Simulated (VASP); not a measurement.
# BaTa3 (P6_3/mmc) in VASP: a series of runs

BaTa3 is run at these levels: PBE; tasks: single point.

All numbers are computed with VASP 6.6.1; they aren't measurements. Logs are shortened: lines on timing, memory, paths and dates and some standing lists are left out, and cuts for length are marked.

## Step 1: The cell of the first run

The structure is hexagonal, space group P6_3/mmc (No. 194). The conventional cell has a = 6.349 Å, b = 6.349 Å, c = 5.096 Å, α = 90.00°, β = 90.00°, γ = 120.00°. Within 4.1 Å of Ba (site symmetry -6m2) lie 12 Ta at 3.14 to 3.17 Å. Within 4.1 Å of Ta (site symmetry mm2) lie 4 Ba at 3.14 to 3.17 Å and 8 Ta at 3.14 to 3.18 Å.

## Step 2: Single point, PBE

Contents of INCAR:

```
SYSTEM = BaTa3
  PREC = Accurate
  ENCUT = 500
  EDIFF = 1E-6
  ISMEAR = 0
  SIGMA = 0.1
  LREAL = .FALSE.
  LASPH = .TRUE.
  NELM = 120
  ALGO = Normal
  ISIF = 2
  LWAVE = .FALSE.
  LCHARG = .TRUE.
  GGA = PE
  LELF = .TRUE.
  LVHAR = .TRUE.
  NBANDS = 59
  GGA_COMPAT = .FALSE.
```

Contents of KPOINTS:

```
regular mesh
0
G
  3 3 4
  0 0 0
```

Contents of POSCAR:

```
BaTa3
1.0
    6.3490809678      0.0000000000      0.0000000000
   -3.1745404839      5.4984654088      0.0000000000
    0.0000000000      0.0000000000      5.0961170910
Ba Ta
2 6
Direct
    0.3333333333      0.6666666667      0.2500000000
    0.6666666667      0.3333333333      0.7500000000
    0.8330000000      0.6660000000      0.2500000000
    0.1670000000      0.8330000000      0.7500000000
    0.3340000000      0.1670000000      0.2500000000
    0.1670000000      0.3340000000      0.7500000000
    0.8330000000      0.1670000000      0.2500000000
    0.6660000000      0.8330000000      0.7500000000
```

Potentials or basis: VASP PAW PBE potentials, release 64 (Ba_sv, Ta_sv_GW).

Started as:

```bash
cat potpaw_PBE.64/Ba_sv/POTCAR potpaw_PBE.64/Ta_sv_GW/POTCAR > POTCAR
mpirun -np 1 vasp_std > vasp.out
```

OUTCAR:

```text
SYSTEM = BaTa3
   PREC = Accurate
   ENCUT = 500
   EDIFF = 1E-6
   ISMEAR = 0
   LREAL = .FALSE.
   LASPH = .TRUE.
   NELM = 120
   ISIF = 2
   GGA = PE

 ion  position               nearest neighbor table
   1  0.333  0.667  0.250-   4 3.14   4 3.14   8 3.14   8 3.14   6 3.14   6 3.14   3 3.17   5 3.17
                             7 3.17   7 3.17   3 3.17   5 3.17   2 4.46   2 4.46   2 4.46   2 4.46
   2  0.667  0.333  0.750-   7 3.14   7 3.14   5 3.14   5 3.14   3 3.14   3 3.14   6 3.17   8 3.17
                             4 3.17   4 3.17   6 3.17   8 3.17   1 4.46   1 4.46   1 4.46   1 4.46
   3  0.833  0.666  0.250-   2 3.14   2 3.14   8 3.14   4 3.14   4 3.14   8 3.14   5 3.17   7 3.17
                             1 3.17   1 3.17   7 3.18   5 3.18
   4  0.167  0.833  0.750-   1 3.14   1 3.14   3 3.14   3 3.14   5 3.14   5 3.14   8 3.17   6 3.17
                             2 3.17   2 3.17   8 3.18   6 3.18
   5  0.334  0.167  0.250-   2 3.14   2 3.14   6 3.14   6 3.14   4 3.14   4 3.14   7 3.17   3 3.17
                             1 3.17   1 3.17   7 3.18   3 3.18
   6  0.167  0.334  0.750-   1 3.14   1 3.14   7 3.14   5 3.14   5 3.14   7 3.14   8 3.17   4 3.17
                             2 3.17   2 3.17   4 3.18   8 3.18
   7  0.833  0.167  0.250-   2 3.14   2 3.14   6 3.14   6 3.14   8 3.14   8 3.14   5 3.17   3 3.17
                             1 3.17   1 3.17   5 3.18   3 3.18
   8  0.666  0.833  0.750-   1 3.14   1 3.14   3 3.14   3 3.14   7 3.14   7 3.14   4 3.17   6 3.17
                             2 3.17   2 3.17   4 3.18   6 3.18

  LATTYP: Found a hexagonal cell.
 ALAT       =     6.3490809678
 C/A-ratio  =     0.8026542923

  Lattice vectors:

 A1 = (   6.3490809678,   0.0000000000,   0.0000000000)
 A2 = (  -3.1745404839,   5.4984654088,   0.0000000000)
 A3 = (   0.0000000000,   0.0000000000,   5.0961170910)

Analysis of symmetry for initial positions (statically):
=====================================================================
 Subroutine PRICEL returns:
 Original cell was already a primitive cell.

 Routine SETGRP: Setting up the symmetry group for a
 hexagonal supercell.

 Subroutine GETGRP returns: Found 24 space group operations
 (whereof 12 operations were pure point group operations)
 out of a pool of 24 trial point group operations.

The static configuration has the point symmetry D_3d.
 The point group associated with its full space group is D_6h.

Analysis of symmetry for dynamics (positions and initial velocities):
=====================================================================
 Subroutine PRICEL returns:
 Original cell was already a primitive cell.

 Routine SETGRP: Setting up the symmetry group for a
 hexagonal supercell.

 Subroutine GETGRP returns: Found 24 space group operations
 (whereof 12 operations were pure point group operations)
 out of a pool of 24 trial point group operations.

The dynamic configuration has the point symmetry D_3d.
 The point group associated with its full space group is D_6h.

 Subroutine INISYM returns: Found 24 space group operations
 (whereof 12 operations are pure point group operations),
 and found     1 'primitive' translations

----------------------------------------------------------------------------------------

                                     Primitive cell

  volume of cell :     177.9065

  direct lattice vectors                    reciprocal lattice vectors
     6.349080968  0.000000000  0.000000000     0.157503110  0.090934463  0.000000000
    -3.174540484  5.498465409  0.000000000     0.000000000  0.181868926  0.000000000
     0.000000000  0.000000000  5.096117091     0.000000000  0.000000000  0.196227830

  length of vectors
     6.349080968  6.349080968  5.096117091     0.181868926  0.181868926  0.196227830

  position of ions in fractional coordinates (direct lattice)
     0.333333333  0.666666667  0.250000000
     0.666666667  0.333333333  0.750000000
     0.833000000  0.666000000  0.250000000
     0.167000000  0.833000000  0.750000000
     0.334000000  0.167000000  0.250000000
     0.167000000  0.334000000  0.750000000
     0.833000000  0.167000000  0.250000000
     0.666000000  0.833000000  0.750000000

  ion indices of the primitive-cell ions
   primitive index   ion index
                 1           1
                 2           2
                 3           3
                 4           4
                 5           5
                 6           6
                 7           7
                 8           8

----------------------------------------------------------------------------------------

 KPOINTS: regular mesh

Automatic generation of k-mesh.
 Grid dimensions read from file:
 generate k-points for:    3    3    4

 Generating k-lattice:

  Cartesian coordinates                     Fractional coordinates (reciprocal lattice)
     0.052501037  0.030311488  0.000000000     0.333333333 -0.000000000  0.000000000
     0.000000000  0.060622975  0.000000000     0.000000000  0.333333333  0.000000000
     0.000000000  0.000000000  0.049056958     0.000000000  0.000000000  0.250000000

  Length of vectors
     0.060622975  0.060622975  0.049056958

  Shift w.r.t. Gamma in fractional coordinates (k-lattice)
     0.000000000  0.000000000  0.000000000

 Subroutine IBZKPT returns following result:
 ===========================================

 Found      9 irreducible k-points:

 Following reciprocal coordinates:
            Coordinates               Weight
  0.000000  0.000000  0.000000      1.000000
  0.333333 -0.000000  0.000000      6.000000
  0.333333  0.333333  0.000000      2.000000
  0.000000  0.000000  0.250000      2.000000
  0.333333 -0.000000  0.250000     12.000000
  0.333333  0.333333  0.250000      4.000000
  0.000000  0.000000  0.500000      1.000000
  0.333333 -0.000000  0.500000      6.000000
  0.333333  0.333333  0.500000      2.000000
   k-points           NKPTS =      9   k-points in BZ     NKDIM =      9   number of bands    NBANDS=     59
   number of dos      NEDOS =    301   number of ions     NIONS =      8
   total plane-waves  NPLWV =  92160
   dimension x,y,z NGX =    48 NGY =   48 NGZ =   40
   dimension x,y,z NGXF=    96 NGYF=   96 NGZF=   80
   ions per type =               2   6
   NGX,Y,Z   is equivalent  to a cutoff of  12.57, 12.57, 13.05 a.u.
   NGXF,Y,Z  is equivalent  to a cutoff of  25.14, 25.14, 26.10 a.u.
 SYSTEM =  BaTa3
   PREC   = accura    normal or accurate (medium, high low for compatibility)
   ISTART =      0    job   : 0-new  1-cont  2-samecut
   ICHARG =      2    charge: 1-file 2-atom 10-const
   ISPIN  =      1    spin polarized calculation?
   LNONCOLLINEAR =      F non collinear calculations
   LSORBIT =      F    spin-orbit coupling
   LASPH  =      T    aspherical Exc in radial PAW
   ENCUT  =  500.0 eV  36.75 Ry    6.06 a.u.  11.58 11.58  9.29*2*pi/ulx,y,z
   NELM   =    120;   NELMIN=  2; NELMDL= -5     # of ELM steps
   EDIFF  = 0.1E-05   stopping-criterion for ELM
   LREAL  =      F    real-space projection
[... 7 lines left out ...]
   TEBEG  =    0.0;   TEEND  =   0.0 temperature during run
   PSTRESS=    0.0 pullay stress
   NELECT =      98.0000    total number of electrons
   NUPDOWN=      -1.0000    fix difference up-down
   EMIN   =  10.00;   EMAX   =-10.00  energy-range for DOS
   EFERMI =   0.00;   METHOD = LEGACY
   ISMEAR =     0;   SIGMA  =   0.10  broadening in eV -4-tet -1-fermi 0-gaus
   EFERMI_NEDOS =   21; number of points for ismear=-14 and -15
   IALGO  =     38    algorithm
   IMIX   =      4    mixing-type and parameters
     AMIX     =   0.40;   BMIX     =  1.00
     AMIX_MAG =   1.60;   BMIX_MAG =  1.00
  volume/ion in A,a.u.               =      22.24       150.07
  Fermi-wavevector in a.u.,A,eV,Ry     =   1.342001  2.536015 24.503650  1.800967
  Thomas-Fermi vector in A             =   2.470190
   LORBIT       =      0    0 simple, 1 ext, 2 COOP (PROOUT), +10 PAW based schemes
   GGA     = PE    functional components
   LHFCALC =     F    Hartree Fock is set to
   AEXX    =    0.0000 exact exchange contribution
   IVDW    =     0    specifies the selected vdW correction
   LEPSILON=     F    determine dielectric tensor
   LRPA    =     F    only Hartree local field effects (RPA)
 non-spin polarized calculation
 Gauss-broadening in eV      SIGMA  =   0.10
  energy-cutoff  :      500.00
  volume of cell :      177.91
 maximum number of plane-waves:      4566
 NGX is ok and might be reduce to    48
   NGX = 23   NGY = 23   NGZ = 19

 number of electron      97.9999977 magnetization

 Free energy of the ion-electron system (eV)
  ---------------------------------------------------
  ext. energy  EPLUGINS =         0.00000000
  ---------------------------------------------------
  free energy    TOTEN  =       -78.43543253 eV

  energy without entropy =      -78.39938901  energy(sigma->0) =      -78.41741077

 E-fermi :   8.2105     XC(G=0): -11.8160

 val. band max:        8.1233111663   @ k =   0.3333  -0.0000   0.0000
 cond. band min:       8.2195911563   @ k =   0.3333   0.3333   0.5000
 fundamental gap:      0.0962799899
 Fermi energy:         8.2105365199

 k-point     1 :       0.0000    0.0000    0.0000
  band No.  band energies     occupation
      1     -60.1234      2.00000
      2     -60.0975      2.00000
      3     -60.0975      2.00000
      4     -60.0947      2.00000
      5     -60.0834      2.00000
      6     -60.0834      2.00000
[... 51 lines left out ...]
     58       9.5205      0.00000
     59       9.6390      0.00000

 k-point     2 :       0.3333   -0.0000    0.0000
  band No.  band energies     occupation
      1     -60.1182      2.00000
      2     -60.1034      2.00000
      3     -60.0975      2.00000
      4     -60.0927      2.00000
      5     -60.0848      2.00000
      6     -60.0833      2.00000
[... 51 lines left out ...]
     58       9.5678      0.00000
     59       9.7377      0.00000

 k-point     3 :       0.3333    0.3333    0.0000
  band No.  band energies     occupation
      1     -60.1135      2.00000
      2     -60.1040      2.00000
      3     -60.1040      2.00000
      4     -60.0867      2.00000
      5     -60.0867      2.00000
      6     -60.0850      2.00000
[... 51 lines left out ...]
     58       9.8131      0.00000
     59      10.0814      0.00000

 k-point     4 :       0.0000    0.0000    0.2500
  band No.  band energies     occupation
      1     -60.1193      2.00000
      2     -60.0990      2.00000
      3     -60.0954      2.00000
      4     -60.0954      2.00000
      5     -60.0855      2.00000
      6     -60.0855      2.00000
[... 51 lines left out ...]
     58       9.7616      0.00000
     59      10.4223      0.00000

 k-point     5 :       0.3333   -0.0000    0.2500
  band No.  band energies     occupation
      1     -60.1142      2.00000
      2     -60.1016      2.00000
      3     -60.0955      2.00000
      4     -60.0953      2.00000
      5     -60.0880      2.00000
      6     -60.0854      2.00000
[... 51 lines left out ...]
     58       9.5992      0.00000
     59       9.6309      0.00000

 k-point     6 :       0.3333    0.3333    0.2500
  band No.  band energies     occupation
      1     -60.1094      2.00000
      2     -60.1024      2.00000
      3     -60.1024      2.00000
      4     -60.0892      2.00000
      5     -60.0883      2.00000
      6     -60.0883      2.00000
[... 51 lines left out ...]
     58       9.5694      0.00000
     59       9.5868      0.00000

 k-point     7 :       0.0000    0.0000    0.5000
  band No.  band energies     occupation
      1     -60.1092      2.00000
      2     -60.1092      2.00000
      3     -60.0904      2.00000
      4     -60.0904      2.00000
      5     -60.0904      2.00000
      6     -60.0904      2.00000
[... 51 lines left out ...]
     58      10.0039      0.00000
     59      10.4742      0.00000

 k-point     8 :       0.3333   -0.0000    0.5000
  band No.  band energies     occupation
      1     -60.1052      2.00000
      2     -60.1052      2.00000
      3     -60.0944      2.00000
      4     -60.0944      2.00000
      5     -60.0904      2.00000
      6     -60.0904      2.00000
[... 51 lines left out ...]
     58       9.2961      0.00000
     59       9.3961      0.00000

 k-point     9 :       0.3333    0.3333    0.5000
  band No.  band energies     occupation
      1     -60.1003      2.00000
      2     -60.1003      2.00000
      3     -60.0993      2.00000
      4     -60.0993      2.00000
      5     -60.0904      2.00000
      6     -60.0904      2.00000
[... 51 lines left out ...]
     58       9.2173      0.00000
     59       9.7061      0.00000

------------------------ aborting loop because EDIFF is reached ----------------------------------------

  FORCE on cell =-STRESS in cart. coord.  units (eV):
  Direction    XX          YY          ZZ          XY          YZ          ZX
  --------------------------------------------------------------------------------------
  -------------------------------------------------------------------------------------
  Total       -1.1206242     -1.1206242      1.2282801      0.0000000      0.0000000      0.0000000
  in kB      -10.0920366    -10.0920366     11.0615563      0.0000000      0.0000000      0.0000000
  external PRESSURE =      -3.0408390 kB  Pullay stress =       0.0000000 kB

 VOLUME and BASIS-vectors are now :
 -----------------------------------------------------------------------------
  energy-cutoff  :      500.00
  volume of cell :      177.91
      direct lattice vectors                 reciprocal lattice vectors
     6.349080968  0.000000000  0.000000000     0.157503110  0.090934463  0.000000000
    -3.174540484  5.498465409  0.000000000     0.000000000  0.181868926  0.000000000
     0.000000000  0.000000000  5.096117091     0.000000000  0.000000000  0.196227830

 POSITION                                       TOTAL-FORCE (eV/Angst)
 -----------------------------------------------------------------------------------
     -0.00000      3.66564      1.27403         0.000000     -0.000000      0.000000
      3.17454      1.83282      3.82209         0.000000     -0.000000      0.000000
      3.17454      3.66198      1.27403         0.000000      1.886531     -0.000000
     -1.58410      4.58022      3.82209        -1.633784      0.943266      0.000000
      1.59044      0.91824      1.27403        -1.633784     -0.943266      0.000000
      0.00000      1.83649      3.82209         0.000000     -1.886531      0.000000
      4.75864      0.91824      1.27403         1.633784     -0.943266      0.000000
      1.58410      4.58022      3.82209         1.633784      0.943266     -0.000000
 -----------------------------------------------------------------------------------
    total drift:                                0.000001     -0.000000      0.000001

  FREE ENERGIE OF THE ION-ELECTRON SYSTEM (eV)
  ---------------------------------------------------
  free  energy   TOTEN  =       -78.4354325342 eV

  energy  without entropy=      -78.3993890058  energy(sigma->0) =      -78.41741077
```

Run time: 2.1 min. Hardware: 1 thread of Intel Xeon Platinum 8259CL at 2.50GHz (Skylake/Cascade Lake), shared host; peak memory 0.32 GiB.

What came out:

* Free energy: -78.4354 eV
* Pressure: -0.3 GPa
* Largest force: 1.887 eV/Å
* Band gap on the k mesh: zero (bands 49 and 50 overlap by 0.89 eV)

Forces on the atoms (eV/Å):
```
Ba   0.000  0.000  0.000
Ba   0.000  0.000  0.000
Ta   0.000  1.887  0.000
Ta  -1.634  0.943  0.000
Ta  -1.634 -0.943  0.000
Ta   0.000 -1.887  0.000
Ta   1.634 -0.943  0.000
Ta   1.634  0.943  0.000
```

Caveat: the k points lie up to 0.38 Å⁻¹ apart, too coarse for converged energies and pressures of a metal; spin-orbit coupling is left out, which moves the levels of the heavy elements; forces of over 1 eV/Å act on the atoms, so gaps and moduli don't describe the material at rest.

## Step 3: Single point, PBE

This run uses another cell than the first one, of 27.04 Å³/atom.

Contents of INCAR:

```
  ALGO = Normal
  EDIFF = 1E-6
  ENCUT = 500
  GGA = PE
  GGA_COMPAT = F
  ISIF = 2
  ISMEAR = 0
  LASPH = T
  LCHARG = T
  LELF = T
  LREAL = F
  LVHAR = T
  LWAVE = F
  NBANDS = 59
  NELM = 120
  PREC = Accurate
  SIGMA = 0.1
```

Contents of KPOINTS:

```
k-points
0
Gamma
  3 3 4
```

Contents of POSCAR:

```
BaTa3
1.0
    7.0317710504      0.0000000000      0.0000000000
   -3.5158855252      6.0896923632      0.0000000000
    0.0000000000      0.0000000000      5.0509496412
Ba Ta
2 6
Direct
    0.3333333333      0.6666666667      0.2500000000
    0.6666666667      0.3333333333      0.7500000000
    0.8729362418      0.7458724836      0.2500000000
    0.1270637582      0.8729362418      0.7500000000
    0.2541275164      0.1270637582      0.2500000000
    0.1270637582      0.2541275164      0.7500000000
    0.8729362418      0.1270637582      0.2500000000
    0.7458724836      0.8729362418      0.7500000000
```

Potentials or basis: VASP PAW PBE potentials, release 64 (Ba_sv, Ta_sv_GW).

Started as:

```bash
cat potpaw_PBE.64/Ba_sv/POTCAR potpaw_PBE.64/Ta_sv_GW/POTCAR > POTCAR
mpirun -np 1 vasp_std > vasp.out
```

It took 3 min on 1 thread of AMD EPYC 7R43 (Zen 3), shared host; peak memory 0.34 GiB.

It converged, with:

```
Free energy            : -82.0499 eV
Pressure               : 0.0 GPa
Largest force          : 0.026 eV/Å
Band gap on the k mesh : zero (bands 49 and 50 overlap by 0.71 eV)
```

Forces on the atoms (eV/Å):
```
Ba   0.000  0.000  0.000
Ba   0.000  0.000  0.000
Ta   0.000  0.026  0.000
Ta  -0.022  0.013  0.000
Ta  -0.022 -0.013  0.000
Ta   0.000 -0.026  0.000
Ta   0.022 -0.013  0.000
Ta   0.022  0.013  0.000
```

Stress tensor (GPa, compression positive):
```
 0.19  0.00  0.00
 0.00  0.19  0.00
 0.00  0.00 -0.37
```

Levels at points of the mesh, in eV from the Fermi level:
| k point | band 46 | band 47 | band 48 | band 49 | band 50 | band 51 | band 52 | band 53 |
| --- | --- | --- | --- | --- | --- | --- | --- | --- |
| (0.00, 0.00, 0.00) | 0.04 | 0.04 | 0.29 | 0.29 | 0.31 | 0.31 | 0.61 | 0.61 |
| (0.00, 0.00, 0.50) | -1.28 | 0.29 | 0.29 | 0.29 | 0.29 | 1.14 | 1.14 | 1.61 |

Caveat: spin-orbit coupling is left out, which moves the levels of the heavy elements.

The gap in the log of VASP goes by the Fermi energy; the results here count the filled bands.